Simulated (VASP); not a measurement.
# GaSb3: relaxation of cell and atoms with PBE

GaSb3:

```
CELL_PARAMETERS angstrom
4.68281 0.00000 0.00000
0.00000 4.68281 0.00000
0.00000 0.00000 4.63467
ATOMIC_POSITIONS crystal
Ga 0.00000 0.00000 0.00000
Sb 0.00000 0.50000 0.50000
Sb 0.50000 0.00000 0.50000
Sb 0.50000 0.50000 0.00000
```

```yaml
Program: VASP 6.6.1
Task: relaxation of cell and atoms
Functional: PBE
Potentials_or_basis: VASP PAW PBE potentials, release 64 (Ga_d, Sb)
Cutoff: 600 eV
k_mesh: 10 × 10 × 10
Occupations: gaussian, width 0.1 eV
Spin: no spin polarisation
Dipole_correction: no
Further_INCAR_settings: ALGO = Normal; EDIFF = 1e-06; IBRION = 2; EDIFFG = -0.01; NSW = 100; ISIF = 3
```

```json
{
 "Relaxed volume": "26.21 Å³/atom",
 "Relaxed cell": "a = 4.731 Å, b = 4.731 Å, c = 4.684 Å, α = 90.00°, β = 90.00°, γ = 90.00°",
 "Space group after relaxing (to 0.05 Å)": "Pm-3m (No. 221)",
 "Energy gained by relaxing": "4.3 meV/atom",
 "Ionic steps": "3",
 "Pressure after relaxing": "0.0 GPa",
 "Band gap on the k mesh": "zero (band 14 reaches 11.16 eV, above the bottom of band 15 at 6.29 eV)"
}
```

The path:
```csv
step,energy change (eV),largest force (eV/Å),pressure (GPa),volume (Å³)
1,0.0000,0.0000,1.76,101.63
2,-0.0160,0.0000,-0.47,105.78
3,-0.0172,0.0000,-0.02,104.85
```

Final structure:
```cif
data_structure
_symmetry_space_group_name_H-M 'P 1'
_symmetry_Int_Tables_number 1
_cell_length_a 4.7315
_cell_length_b 4.7315
_cell_length_c 4.6837
_cell_angle_alpha 90.000
_cell_angle_beta 90.000
_cell_angle_gamma 90.000
_cell_volume 104.85
loop_
_atom_site_label
_atom_site_type_symbol
_atom_site_fract_x
_atom_site_fract_y
_atom_site_fract_z
_atom_site_occupancy
Ga1 Ga 0.00000 0.00000 0.00000 1
Sb1 Sb 0.00000 0.50000 0.50000 1
Sb2 Sb 0.50000 0.00000 0.50000 1
Sb3 Sb 0.50000 0.50000 0.00000 1
```

Levels at points of the mesh, in eV from the Fermi level:
| k point | band 12 | band 13 | band 14 | band 15 | band 16 | band 17 |
| --- | --- | --- | --- | --- | --- | --- |
| (0.00, 0.00, 0.00) | -4.28 | 0.72 | 0.72 | 0.73 | 1.73 | 1.73 |
| (0.50, 0.00, 0.00) | -2.10 | -2.02 | -1.06 | -0.83 | 1.73 | 2.42 |
| (0.50, 0.50, 0.00) | -1.39 | -1.32 | -1.05 | -1.05 | -1.00 | 0.91 |
| (0.00, 0.00, 0.50) | -2.07 | -2.07 | -1.14 | -0.88 | 1.83 | 2.36 |
| (0.50, 0.00, 0.50) | -1.49 | -1.36 | -1.13 | -1.10 | -1.09 | 0.85 |
| (0.50, 0.50, 0.50) | -5.04 | -5.02 | 3.77 | 3.94 | 4.04 | 4.15 |

It took 6.1 min on 1 thread of Intel(R) Xeon(R) Platinum 8259CL CPU @ 2.50GHz (Skylake/Cascade Lake) (shared host), peak memory 0.46 GiB.

Caveat: spin-orbit coupling is left out, which moves the levels of the heavy elements.
